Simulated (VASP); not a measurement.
# BaTiO3 (R3m) in VASP: a series of runs

BaTiO3 is run at these levels: PBE; tasks: single point.

Program: VASP 6.6.1. These are calculated values, not measurements. Logs are shortened: lines on timing, memory, paths and dates and some standing lists are left out, and cuts for length are marked.

### 1 The cell of the first run

It takes space group R3m (No. 160, trigonal). The conventional cell has a = 5.805 Å, b = 5.805 Å, c = 6.879 Å, α = 90.00°, β = 90.00°, γ = 120.00°. Ba (site symmetry 3m) has 12 O at 2.75 to 2.93 Å and 8 Ti at 3.34 to 3.57 Å within 3.6 Å. Within 2.5 Å of Ti (site symmetry 3m) lie 6 O at 1.88 to 2.20 Å. Within 2.5 Å of O (site symmetry m) lie 2 Ti at 1.88 to 2.20 Å.

### 2 Single point, PBE

INCAR reads:

```
ALGO = Normal
EDIFF = 1E-6
ENCUT = 520
GGA = PE
ISIF = 2
ISMEAR = 0
LASPH = True
LCHARG = False
LREAL = False
LWAVE = False
NBANDS = 28
NELM = 80
PREC = Accurate
SIGMA = 0.05
```

KPOINTS reads:

```
k-points
0
Gamma
  6 6 6
```

POSCAR reads:

```
BaTiO3
1.0
    2.9022957117      1.6756412104      2.2930391934
   -2.9022957117      1.6756412104      2.2930391934
    0.0000000000     -3.3512824209      2.2930391934
Ba Ti O
1 1 3
Direct
    0.0049545205      0.0049545205      0.0049545205
    0.5191875227      0.5191875227      0.5191875227
    0.4883938465      0.4883938465      0.9777702638
    0.4883938465      0.9777702638      0.4883938465
    0.9777702638      0.4883938465      0.4883938465
```

Potentials or basis: VASP PAW PBE potentials, release 64 (Ba_sv, Ti_sv, O).

Command:

```bash
cat potpaw_PBE.64/Ba_sv/POTCAR potpaw_PBE.64/Ti_sv/POTCAR potpaw_PBE.64/O/POTCAR > POTCAR
mpirun -np 1 vasp_std > vasp.out
```

OUTCAR:

```text
EDIFF = 1E-6
   ENCUT = 520
   GGA = PE
   ISIF = 2
   ISMEAR = 0
   LASPH = True
   LREAL = False
   NELM = 80
   PREC = Accurate

 ion  position               nearest neighbor table
   1  0.005  0.005  0.005-   3 2.75   4 2.75   5 2.75   3 2.91   3 2.91   5 2.91   4 2.91   4 2.91
                             5 2.91   3 2.93   4 2.93   5 2.93   2 3.34   2 3.51   2 3.51   2 3.51
   2  0.519  0.519  0.519-   4 1.88   5 1.88   3 1.88   4 2.20   5 2.20   3 2.20   1 3.34   1 3.51
                             1 3.51   1 3.51   1 3.54   1 3.57   1 3.57   1 3.57
   3  0.488  0.488  0.978-   2 1.88   2 2.20   1 2.75   1 2.91   1 2.91   1 2.93
   4  0.488  0.978  0.488-   2 1.88   2 2.20   1 2.75   1 2.91   1 2.91   1 2.93
   5  0.978  0.488  0.488-   2 1.88   2 2.20   1 2.75   1 2.91   1 2.91   1 2.93

  LATTYP: Found a trigonal (rhomboedric) cell.
 ALAT       =     4.0606800670
 COS(alpha) =    -0.0216820627

  Lattice vectors:

 A1 = (   2.9022957117,   1.6756412104,   2.2930391934)
 A2 = (  -2.9022957117,   1.6756412104,   2.2930391934)
 A3 = (   0.0000000000,  -3.3512824209,   2.2930391934)

Analysis of symmetry for initial positions (statically):
=====================================================================
 Subroutine PRICEL returns:
 Original cell was already a primitive cell.

 Routine SETGRP: Setting up the symmetry group for a
 trigonal (rhombohedral) supercell.

 Subroutine GETGRP returns: Found  6 space group operations
 (whereof  6 operations were pure point group operations)
 out of a pool of 12 trial point group operations.

The static configuration has the point symmetry C_3v.

Analysis of symmetry for dynamics (positions and initial velocities):
=====================================================================
 Subroutine PRICEL returns:
 Original cell was already a primitive cell.

 Routine SETGRP: Setting up the symmetry group for a
 trigonal (rhombohedral) supercell.

 Subroutine GETGRP returns: Found  6 space group operations
 (whereof  6 operations were pure point group operations)
 out of a pool of 12 trial point group operations.

The dynamic configuration has the point symmetry C_3v.

 Subroutine INISYM returns: Found  6 space group operations
 (whereof  6 operations are pure point group operations),
 and found     1 'primitive' translations

----------------------------------------------------------------------------------------

                                     Primitive cell

  volume of cell :      66.9091

[... 90 lines left out ...]
   LSORBIT =      F    spin-orbit coupling
   LASPH  =      T    aspherical Exc in radial PAW
   ENCUT  =  520.0 eV  38.22 Ry    6.18 a.u.   7.55  7.55  7.55*2*pi/ulx,y,z
   NELM   =     80;   NELMIN=  2; NELMDL= -5     # of ELM steps
   EDIFF  = 0.1E-05   stopping-criterion for ELM
   LREAL  =      F    real-space projection
   EDIFFG = 0.1E-04   stopping-criterion for IOM
   NSW    =      0    number of steps for IOM
   IBRION =     -1    ionic relax: 0-MD 1-quasi-New 2-CG
   NFREE  =      0    steps in history (QN), initial steepest desc. (CG)
   ISIF   =      2    stress and relaxation
   ISYM   =      2    0-nonsym 1-usesym 2-fastsym
   POTIM  = 0.5000    time-step for ionic-motion
   TEBEG  =    0.0;   TEEND  =   0.0 temperature during run
   PSTRESS=    0.0 pullay stress
   NELECT =      40.0000    total number of electrons
   NUPDOWN=      -1.0000    fix difference up-down
   EMIN   =  10.00;   EMAX   =-10.00  energy-range for DOS
   EFERMI =   0.00;   METHOD = LEGACY
   ISMEAR =     0;   SIGMA  =   0.05  broadening in eV -4-tet -1-fermi 0-gaus
   EFERMI_NEDOS =   21; number of points for ismear=-14 and -15
   IALGO  =     38    algorithm
   IMIX   =      4    mixing-type and parameters
     AMIX     =   0.40;   BMIX     =  1.00
     AMIX_MAG =   1.60;   BMIX_MAG =  1.00
  volume/ion in A,a.u.               =      13.38        90.31
  Fermi-wavevector in a.u.,A,eV,Ry     =   1.379112  2.606145 25.877617  1.901951
  Thomas-Fermi vector in A             =   2.504112
   LORBIT       =      0    0 simple, 1 ext, 2 COOP (PROOUT), +10 PAW based schemes
   GGA     = PE    functional components
   LHFCALC =     F    Hartree Fock is set to
   AEXX    =    0.0000 exact exchange contribution
   IVDW    =     0    specifies the selected vdW correction
   LEPSILON=     F    determine dielectric tensor
   LRPA    =     F    only Hartree local field effects (RPA)
 non-spin polarized calculation
 Gauss-broadening in eV      SIGMA  =   0.05
  energy-cutoff  :      520.00
  volume of cell :       66.91
 maximum number of plane-waves:      1821
   NGX = 15   NGY = 15   NGZ = 15

 number of electron      40.0000018 magnetization

 Free energy of the ion-electron system (eV)
  ---------------------------------------------------
  ext. energy  EPLUGINS =         0.00000000
  ---------------------------------------------------
  free energy    TOTEN  =       -40.00687821 eV

  energy without entropy =      -40.00687821  energy(sigma->0) =      -40.00687821

 E-fermi :   3.7506     XC(G=0): -11.0100

 val. band max:        3.4772679392   @ k =   0.5000   0.5000   0.5000
 cond. band min:       6.0013648377   @ k =   0.0000   0.0000   0.0000
 fundamental gap:      2.5240968985
 Fermi energy:         3.7505766317

 k-point     1 :       0.0000    0.0000    0.0000
  band No.  band energies     occupation
      1     -52.8889      2.00000
      2     -29.1610      2.00000
      3     -29.1270      2.00000
      4     -29.1270      2.00000
      5     -21.4679      2.00000
      6     -13.2816      2.00000
[... 733 lines left out ...]
     27      11.4262      0.00000
     28      11.8496      0.00000

 [... further k-points ...]
[... 5 lines left out ...]
  --------------------------------------------------------------------------------------
  -------------------------------------------------------------------------------------
  Total       -0.6740021     -0.6740021      2.9043674      0.0000000     -0.0000000      0.0000000
  in kB      -16.1393632    -16.1393632     69.5467300      0.0000000     -0.0000000      0.0000000
  external PRESSURE =      12.4226679 kB  Pullay stress =       0.0000000 kB

 VOLUME and BASIS-vectors are now :
 -----------------------------------------------------------------------------
  energy-cutoff  :      520.00
  volume of cell :       66.91
      direct lattice vectors                 reciprocal lattice vectors
     2.902295712  1.675641210  2.293039193     0.172277414  0.099464411  0.145367482
    -2.902295712  1.675641210  2.293039193    -0.172277414  0.099464411  0.145367482
     0.000000000 -3.351282421  2.293039193     0.000000000 -0.198928823  0.145367482

 POSITION                                       TOTAL-FORCE (eV/Angst)
 -----------------------------------------------------------------------------------
      0.00000     -0.00000      0.03408         0.000000      0.000000     -0.071285
      0.00000     -0.00000      3.57155         0.000000      0.000000     -0.177927
      0.00000     -1.64004      4.48188         0.000000      0.081545      0.083071
     -1.42032      0.82002      4.48188         0.070620     -0.040773      0.083071
      1.42032      0.82002      4.48188        -0.070620     -0.040773      0.083071
 -----------------------------------------------------------------------------------
    total drift:                               -0.000000     -0.000006      0.001141

  FREE ENERGIE OF THE ION-ELECTRON SYSTEM (eV)
  ---------------------------------------------------
  free  energy   TOTEN  =       -40.0068782076 eV

  energy  without entropy=      -40.0068782076  energy(sigma->0) =      -40.00687821
```

stdout:

```text
POSCAR found type information on POSCAR BaTiO
 POSCAR found :  3 types and       5 ions
 scaLAPACK will be used
 LDA part: xc-table for (Slater+PW92), standard interpolation
 POSCAR, INCAR and KPOINTS ok, starting setup
 FFT: planning ... GRIDC
 FFT: planning ... GRID_SOFT
 FFT: planning ... GRID
 WAVECAR not read
 entering main loop
```

Run time: 51 s. Hardware: 1 thread of Intel Xeon 6975P-C, shared host; peak memory 0.21 GiB.

What came out:

```
Free energy            : -40.0069 eV
Pressure               : 1.2 GPa
Largest force          : 0.178 eV/Å
Band gap on the k mesh : 2.52 eV, indirect (least direct gap 3.08 eV)
```

Forces in eV/Å, atoms in the order of the input:
```
Ba   0.000  0.000 -0.071
Ti   0.000  0.000 -0.178
O    0.000  0.082  0.083
O    0.071 -0.041  0.083
O   -0.071 -0.041  0.083
```

Stress tensor (GPa, compression positive):
```
-1.61  0.00  0.00
 0.00 -1.61  0.00
 0.00  0.00  6.95
```

Levels at points of the mesh, in eV from the valence-band top:
| k point | band 17 | band 18 | band 19 | band 20 | band 21 | band 22 | band 23 | band 24 |
| --- | --- | --- | --- | --- | --- | --- | --- | --- |
| (0.00, 0.00, 0.00) | -1.12 | -0.64 | -0.64 | -0.59 | 2.52 | 2.52 | 2.60 | 4.39 |
| (0.50, 0.00, 0.00) | -1.73 | -1.53 | -1.00 | -1.00 | 2.67 | 3.61 | 3.79 | 4.36 |
| (0.50, 0.50, 0.00) | -1.64 | -0.92 | -0.92 | -0.12 | 3.66 | 3.76 | 4.06 | 4.81 |
| (0.50, 0.50, 0.50) | -2.20 | -0.07 | -0.07 | 0.00 | 4.02 | 4.32 | 4.32 | 6.43 |

Caveat: spin-orbit coupling is left out, which moves the levels of the heavy elements.

### 3 Single point, PBE

INCAR reads:

```
  PREC = Accurate
  ENCUT = 520
  EDIFF = 1E-6
  ISMEAR = 0
  SIGMA = 0.05
  LREAL = False
  LASPH = True
  NELM = 60
  ALGO = Normal
  ISIF = 2
  LWAVE = False
  LCHARG = False
  GGA = PE
  NBANDS = 28
```

KPOINTS reads:

```
Automatic mesh
0
Gamma
  6 6 6
```

Changes to POSCAR since step 2:

```diff
@@ -2,5 +2,5 @@
 1.0
-    2.9022957117      1.6756412104      2.2930391934
-   -2.9022957117      1.6756412104      2.2930391934
-    0.0000000000     -3.3512824209      2.2930391934
+    2.8168840550      1.6263287674      2.4342033471
+   -2.8168840550      1.6263287674      2.4342033471
+    0.0000000000     -3.2526575348      2.4342033471
 Ba Ti O
```

Potentials or basis: VASP PAW PBE potentials, release 64 (Ba_sv, Ti_sv, O).

Command:

```bash
cat potpaw_PBE.64/Ba_sv/POTCAR potpaw_PBE.64/Ti_sv/POTCAR potpaw_PBE.64/O/POTCAR > POTCAR
mpirun -np 1 vasp_std > vasp.out
```

Wall time 53 s (1 thread of Intel Xeon 6975P-C, shared host); peak memory 0.21 GiB.

It converged, with:

* Free energy: -39.9848 eV
* Pressure: 2.3 GPa
* Largest force: 0.156 eV/Å
* Band gap on the k mesh: 2.59 eV, indirect (least direct gap 3.02 eV)

Forces on the atoms (eV/Å):
```
Ba   0.000  0.000  0.018
Ti   0.000  0.000  0.067
O    0.000 -0.154 -0.028
O   -0.133  0.077 -0.028
O    0.133  0.077 -0.028
```

Stress tensor (GPa, compression positive):
```
 5.67  0.00  0.00
 0.00  5.67  0.00
 0.00  0.00 -4.51
```

Levels at points of the mesh, in eV from the valence-band top:
```tsv
k point	band 18	band 19	band 20	band 21	band 22	band 23
(0.00, 0.00, 0.00)	-0.85	-0.43	-0.43	2.59	2.59	2.89
(0.50, 0.00, 0.00)	-1.53	-1.14	-0.77	2.76	3.80	3.91
(0.50, 0.50, 0.00)	-0.94	-0.77	-0.07	3.85	3.91	4.15
(0.50, 0.50, 0.50)	-0.02	0.00	0.00	4.26	4.40	4.40
```

Caveat: spin-orbit coupling is left out, which moves the levels of the heavy elements.

[end of part 1 of 2]
